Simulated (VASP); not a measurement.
# MgN6Cl2 (Fm-3m) in VASP: single point with PBE+D3(BJ)

Aim: the single point of MgN6Cl2 with PBE+D3(BJ).

All numbers are computed with VASP 6.6.1; they aren't measurements. Logs are shortened: lines on timing, memory, paths and dates and some standing lists are left out, and cuts for length are marked.

## (1) The cell of the first run

Symmetry: Fm-3m, No. 225, cubic system. The conventional cell has a = 8.293 Å, b = 8.293 Å, c = 8.293 Å, α = 90.00°, β = 90.00°, γ = 90.00°. Within 2.9 Å of Mg (site symmetry m-3m) lie 6 N at 2.20 Å. N (site symmetry 4mm) has 1 Mg at 2.20 Å and 4 N at 2.75 Å within 2.9 Å. Within 3.9 Å of Cl (site symmetry -43m) lie 12 N at 2.93 Å and 4 Mg at 3.59 Å.

## (2) Single point, PBE+D3(BJ)

Input file INCAR:

```
ALGO = Normal
EDIFF = 1E-7
ENCUT = 520
GGA = PE
ISIF = 2
ISMEAR = -1
IVDW = 12
LASPH = T
LCHARG = F
LREAL = F
LWAVE = F
NBANDS = 33
NELM = 100
PREC = Accurate
SIGMA = 0.01
```

Input file KPOINTS:

```
k-points
0
Gamma
  4 4 4
```

Input file POSCAR:

```
MgN6Cl2
1.0
    0.0000000000      4.1463430000      4.1463430000
    4.1463430000      0.0000000000      4.1463430000
    4.1463430000      4.1463430000      0.0000000000
Mg N Cl
1 6 2
Direct
    0.0000000000      0.0000000000      0.0000000000
    0.7341630000      0.2658370000      0.2658370000
    0.7341630000      0.7341630000      0.2658370000
    0.2658370000      0.7341630000      0.2658370000
    0.2658370000      0.2658370000      0.7341630000
    0.7341630000      0.2658370000      0.7341630000
    0.2658370000      0.7341630000      0.7341630000
    0.7500000000      0.7500000000      0.7500000000
    0.2500000000      0.2500000000      0.2500000000
```

Potentials or basis: VASP PAW PBE potentials, release 64 (Mg, N, Cl).

Run with:

```sh
cat potpaw_PBE.64/Mg/POTCAR potpaw_PBE.64/N/POTCAR potpaw_PBE.64/Cl/POTCAR > POTCAR
mpirun -np 1 vasp_std > vasp.out
```

OUTCAR:

```text
EDIFF = 1E-7
   ENCUT = 520
   GGA = PE
   ISIF = 2
   ISMEAR = -1
   IVDW = 12
   LASPH = T
   LREAL = F
   NELM = 100
   PREC = Accurate
 IVDW          = 12

 ion  position               nearest neighbor table
   1  0.000  0.000  0.000-   2 2.20   3 2.20   4 2.20   5 2.20   6 2.20   7 2.20
   2  0.734  0.266  0.266-   1 2.20
   3  0.734  0.734  0.266-   1 2.20
   4  0.266  0.734  0.266-   1 2.20
   5  0.266  0.266  0.734-   1 2.20
   6  0.734  0.266  0.734-   1 2.20
   7  0.266  0.734  0.734-   1 2.20
   8  0.750  0.750  0.750-
   9  0.250  0.250  0.250-

  LATTYP: Found a face centered cubic cell.
 ALAT       =     8.2926860000

  Lattice vectors:

 A1 = (   0.0000000000,   4.1463430000,   4.1463430000)
 A2 = (   4.1463430000,   0.0000000000,   4.1463430000)
 A3 = (   4.1463430000,   4.1463430000,   0.0000000000)

Analysis of symmetry for initial positions (statically):
=====================================================================
 Subroutine PRICEL returns:
 Original cell was already a primitive cell.

 Routine SETGRP: Setting up the symmetry group for a
 face centered cubic supercell.

 Subroutine GETGRP returns: Found 48 space group operations
[... 9 lines left out ...]

 Routine SETGRP: Setting up the symmetry group for a
 face centered cubic supercell.

 Subroutine GETGRP returns: Found 48 space group operations
[... 11 lines left out ...]
                                     Primitive cell

  volume of cell :     142.5692

  direct lattice vectors                    reciprocal lattice vectors
     0.000000000  4.146343000  4.146343000    -0.120588191  0.120588191  0.120588191
     4.146343000  0.000000000  4.146343000     0.120588191 -0.120588191  0.120588191
     4.146343000  4.146343000  0.000000000     0.120588191  0.120588191 -0.120588191

  length of vectors
     5.863814505  5.863814505  5.863814505     0.208864873  0.208864873  0.208864873

  position of ions in fractional coordinates (direct lattice)
     0.000000000  0.000000000  0.000000000
     0.734163000  0.265837000  0.265837000
     0.734163000  0.734163000  0.265837000
[... 69 lines left out ...]
   LSORBIT =      F    spin-orbit coupling
   LASPH  =      T    aspherical Exc in radial PAW
   ENCUT  =  520.0 eV  38.22 Ry    6.18 a.u.  10.90 10.90 10.90*2*pi/ulx,y,z
   NELM   =    100;   NELMIN=  2; NELMDL= -5     # of ELM steps
   EDIFF  = 0.1E-06   stopping-criterion for ELM
   LREAL  =      F    real-space projection
   EDIFFG = 0.1E-05   stopping-criterion for IOM
   NSW    =      0    number of steps for IOM
   IBRION =     -1    ionic relax: 0-MD 1-quasi-New 2-CG
   NFREE  =      0    steps in history (QN), initial steepest desc. (CG)
   ISIF   =      2    stress and relaxation
   ISYM   =      2    0-nonsym 1-usesym 2-fastsym
   POTIM  = 0.5000    time-step for ionic-motion
   TEBEG  =    0.0;   TEEND  =   0.0 temperature during run
   PSTRESS=    0.0 pullay stress
   NELECT =      46.0000    total number of electrons
   NUPDOWN=      -1.0000    fix difference up-down
   EMIN   =  10.00;   EMAX   =-10.00  energy-range for DOS
   EFERMI =   0.00;   METHOD = LEGACY
   ISMEAR =    -1;   SIGMA  =   0.01  broadening in eV -4-tet -1-fermi 0-gaus
   EFERMI_NEDOS =   21; number of points for ismear=-14 and -15
   IALGO  =     38    algorithm
   IMIX   =      4    mixing-type and parameters
     AMIX     =   0.40;   BMIX     =  1.00
     AMIX_MAG =   1.60;   BMIX_MAG =  1.00
  volume/ion in A,a.u.               =      15.84       106.90
  Fermi-wavevector in a.u.,A,eV,Ry     =   1.122843  2.121865 17.153892  1.260776
  Thomas-Fermi vector in A             =   2.259505
   LORBIT       =      0    0 simple, 1 ext, 2 COOP (PROOUT), +10 PAW based schemes
   GGA     = PE    functional components
   LHFCALC =     F    Hartree Fock is set to
   AEXX    =    0.0000 exact exchange contribution
   IVDW    =    12    specifies the selected vdW correction
   LEPSILON=     F    determine dielectric tensor
   LRPA    =     F    only Hartree local field effects (RPA)
 non-spin polarized calculation
  energy-cutoff  :      520.00
  volume of cell :      142.57
 maximum number of plane-waves:      3860
 NGX is ok and might be reduce to    48
   NGX = 21   NGY = 21   NGZ = 21

 number of electron      46.0000001 magnetization

 Free energy of the ion-electron system (eV)
  ---------------------------------------------------
  ext. energy  EPLUGINS =         0.00000000
  ---------------------------------------------------
  free energy    TOTEN  =       -23.80064828 eV

  energy without entropy =      -23.79154733  energy(sigma->0) =      -23.79609781

 E-fermi :   0.3526     XC(G=0):  -9.4181

 val. band max:        0.3501517860   @ k =   0.5000   0.2500   0.0000
 cond. band min:       0.3536170266   @ k =   0.5000   0.0000   0.0000
 fundamental gap:      0.0034652407
 Fermi energy:         0.3526339808

 k-point     1 :       0.0000    0.0000    0.0000
  band No.  band energies     occupation
      1     -14.6088      2.00000
      2     -13.8140      2.00000
      3     -12.1909      2.00000
      4     -11.7927      2.00000
      5     -11.7927      2.00000
      6     -11.7927      2.00000
[... 277 lines left out ...]
     32       1.0582      0.00000
     33      10.2473      0.00000

------------------------ aborting loop because EDIFF is reached ----------------------------------------

 Edisp (eV)   -1.35510

 E8    (eV) :    -0.4255

  FORCE on cell =-STRESS in cart. coord.  units (eV):
  Direction    XX          YY          ZZ          XY          YZ          ZX
  --------------------------------------------------------------------------------------
  -------------------------------------------------------------------------------------
  Total     -13.28078   -13.28078   -13.28078     0.00000     0.00000    -0.00000
  in kB    -149.24795  -149.24795  -149.24795     0.00000     0.00000    -0.00000
  external pressure =     -149.25 kB  Pullay stress =        0.00 kB

 VOLUME and BASIS-vectors are now :
 -----------------------------------------------------------------------------
  energy-cutoff  :      520.00
  volume of cell :      142.57
      direct lattice vectors                 reciprocal lattice vectors
     0.000000000  4.146343000  4.146343000    -0.120588191  0.120588191  0.120588191
     4.146343000  0.000000000  4.146343000     0.120588191 -0.120588191  0.120588191
     4.146343000  4.146343000  0.000000000     0.120588191  0.120588191 -0.120588191

 POSITION                                       TOTAL-FORCE (eV/Angst)
 -----------------------------------------------------------------------------------
      0.00000      0.00000      0.00000        -0.000000      0.000000     -0.000000
      2.20450      4.14634      4.14634         1.391289      0.000000     -0.000000
      4.14634      4.14634      6.08818        -0.000000      0.000000     -1.391289
      4.14634      2.20450      4.14634        -0.000000      1.391289     -0.000000
      4.14634      4.14634      2.20450        -0.000000      0.000000      1.391289
      4.14634      6.08818      4.14634        -0.000000     -1.391289     -0.000000
      6.08818      4.14634      4.14634        -1.391289      0.000000     -0.000000
      6.21951      6.21951      6.21951        -0.000000      0.000000      0.000000
      2.07317      2.07317      2.07317        -0.000000      0.000000     -0.000000
 -----------------------------------------------------------------------------------
    total drift:                                0.000000      0.000000     -0.000000

  FREE ENERGIE OF THE ION-ELECTRON SYSTEM (eV)
  ---------------------------------------------------
  free  energy   TOTEN  =       -25.1557448886 eV

  energy  without entropy=      -25.1466439458  energy(sigma->0) =      -25.15119442
```

OSZICAR:

```text
N       E                     dE             d eps       ncg     rms          rms(c)
DAV:   1     0.231286295134E+03    0.23129E+03   -0.21643E+04   528   0.124E+03
DAV:   2    -0.801131149371E+01   -0.23930E+03   -0.23138E+03   723   0.243E+02
DAV:   3    -0.240039184272E+02   -0.15993E+02   -0.15105E+02   540   0.652E+01
DAV:   4    -0.243114455281E+02   -0.30753E+00   -0.30081E+00   568   0.994E+00
DAV:   5    -0.243184646859E+02   -0.70192E-02   -0.70124E-02   558   0.147E+00    0.818E+00
DAV:   6    -0.247614768082E+02   -0.44301E+00   -0.48953E+00   671   0.943E+00    0.762E+00
DAV:   7    -0.238134593893E+02    0.94802E+00   -0.13036E+00   662   0.547E+00    0.411E+00
DAV:   8    -0.238548235671E+02   -0.41364E-01   -0.35491E-01   547   0.307E+00    0.177E+00
DAV:   9    -0.238103891359E+02    0.44434E-01   -0.10942E-01   689   0.212E+00    0.741E-01
DAV:  10    -0.238043354046E+02    0.60537E-02   -0.27762E-02   679   0.105E+00    0.419E-01
DAV:  11    -0.238005586782E+02    0.37767E-02   -0.46201E-03   661   0.455E-01    0.407E-02
DAV:  12    -0.238006461600E+02   -0.87482E-04   -0.84804E-04   541   0.143E-01    0.284E-02
DAV:  13    -0.238006457298E+02    0.43019E-06   -0.20276E-05   542   0.225E-02    0.129E-02
DAV:  14    -0.238006484652E+02   -0.27353E-05   -0.41217E-06   547   0.127E-02    0.353E-03
DAV:  15    -0.238006483260E+02    0.13916E-06   -0.14129E-06   540   0.550E-03    0.496E-03
DAV:  16    -0.238006482777E+02    0.48294E-07   -0.88502E-08   279   0.174E-03
   1 F= -.25155745E+02 E0= -.25151194E+02  d E =-.910094E-02
```

Run time: 74 s. Hardware: 1 thread of Intel Xeon Platinum 8375C at 2.90GHz (Ice Lake), shared host; peak memory 0.33 GiB.

What came out:

```
Free energy                : -25.1557 eV
Pressure                   : -14.9 GPa
Largest force              : 1.391 eV/Å
Band gap on the k mesh     : zero (band 23 reaches 0.87 eV, above the bottom of band 24 at -0.08 eV)
Dispersion energy per atom : -0.151 eV
```

Forces in eV/Å, atoms in the order of the input:
```
Mg   0.000  0.000  0.000
N    1.391  0.000  0.000
N    0.000  0.000 -1.391
N    0.000  1.391  0.000
N    0.000  0.000  1.391
N    0.000 -1.391  0.000
N   -1.391  0.000  0.000
Cl   0.000  0.000  0.000
Cl   0.000  0.000  0.000
```

Caveat: three body term missing; pairwise dispersion overbinds metals, which lowers pressure and volume; forces of over 1 eV/Å act on the atoms, so gaps and moduli don't describe the material at rest.
